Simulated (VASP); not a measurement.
Here is a VASP 6.6.1 calculation.

Contents of INCAR:

```
ALGO = Normal
EDIFF = 1E-7
ENCUT = 520
GGA = PE
ISIF = 2
ISMEAR = 0
LASPH = T
LCHARG = T
LELF = T
LREAL = Auto
LVHAR = T
LWAVE = F
NBANDS = 87
NELECT = 128.0
NELM = 80
PREC = Accurate
SIGMA = 0.02
```

The input KPOINTS:

```
Automatic mesh
0
Gamma
  2 2 2
  0.5 0.5 0.5
```

POSCAR

```
MgSi32
1.0
   -5.4700936587      5.4700936587     -5.4700936587
    5.4700936587      5.4700936587      5.4700936587
    5.4700936587     -5.4700936587     -5.4700936587
Si Mg
32 1
Direct
    0.2500149148      0.2460324419      0.7460260746
   -0.0039666597      0.5000082577      0.7460300051
    0.5000093546      0.2500011125      0.5000158445
    0.7500174140      0.7500000468      0.7500026976
    0.2500348413      0.5000221515      0.5116671075
    0.4999894281      0.0000119742      0.7499898093
    0.0000047531      0.7500048913      0.5000183124
    0.7500132093      0.2499970906      0.2500054086
    0.5039896338      0.5000014937      0.2539930002
    0.7384519813     -0.0115588514      0.4884551649
   -0.0039766230      0.2460265005      0.0000185554
    0.2499993758      0.7539825197      0.2539927260
   -0.0000118828      0.0000103289      0.2499903266
    0.7616518583      0.5000215116      0.0000373851
    0.5039841495      0.7539774924     -0.0000031078
    0.2500320077      0.0116178084      0.0000352828
    0.2499987359      0.2480450217      0.4983035337
   -0.0019361643      0.5000010367      0.4983149595
    0.5019765970      0.2502690238      0.2519761244
    0.7516982810      0.7497563581      0.5016977169
    0.2499775297      0.4999904336      0.2651811999
    0.4997631980      0.0016922014      0.5016883021
    0.0002754066      0.7519849305      0.2519822486
    0.7483019040      0.2480469412     -0.0000026508
    0.5151586382      0.4999902507     -0.0000293414
    0.7516826505      0.0016858944      0.2497608972
   -0.0150894126      0.2349230343      0.7349043272
    0.2499778953      0.7651162414     -0.0000285187
   -0.0019323252     -0.0016888193     -0.0000045703
    0.7483210079      0.5000004882      0.7480706466
    0.5019858290      0.7519879469      0.7502798409
    0.2499962679     -0.0016813240      0.7480725661
    0.2500926100      0.5000502132      0.0001165428
```

Potentials or basis: VASP PAW PBE potentials, release 64 (Si, Mg).

Launch:

```bash
$ cat potpaw_PBE.64/Si/POTCAR potpaw_PBE.64/Mg/POTCAR > POTCAR
$ mpirun -np 1 vasp_std > vasp.out
```

Task: What does it give for the largest force?

Result: 0.008 eV/Å.

Forces on the atoms (eV/Å):
```
Si   0.002 -0.002  0.002
Si  -0.001  0.001 -0.001
Si   0.001  0.000  0.001
Si   0.000 -0.001  0.000
Si  -0.001  0.001  0.000
Si   0.000 -0.001  0.000
Si   0.000  0.000  0.000
Si   0.000  0.000  0.001
Si   0.002 -0.002  0.003
Si  -0.002  0.000  0.001
Si  -0.002  0.002 -0.001
Si  -0.002  0.002 -0.001
Si   0.000 -0.001  0.000
Si   0.003 -0.003  0.004
Si   0.003 -0.002  0.002
Si  -0.001  0.001  0.000
Si  -0.001 -0.001 -0.001
Si   0.001 -0.001 -0.007
Si   0.002  0.001 -0.001
Si   0.000 -0.001 -0.002
Si   0.000  0.001  0.000
Si  -0.007 -0.001  0.001
Si   0.000  0.000  0.000
Si   0.000  0.000 -0.001
Si   0.002 -0.001  0.000
Si   0.000  0.002  0.001
Si   0.000 -0.001  0.000
Si   0.002  0.000 -0.001
Si   0.001  0.007  0.001
Si   0.000  0.000  0.000
Si   0.001  0.001  0.000
Si  -0.002  0.000  0.000
Mg  -0.001 -0.001  0.002
```

Caveat: the cell carries a net charge on a neutralising background, which shifts energy and pressure.
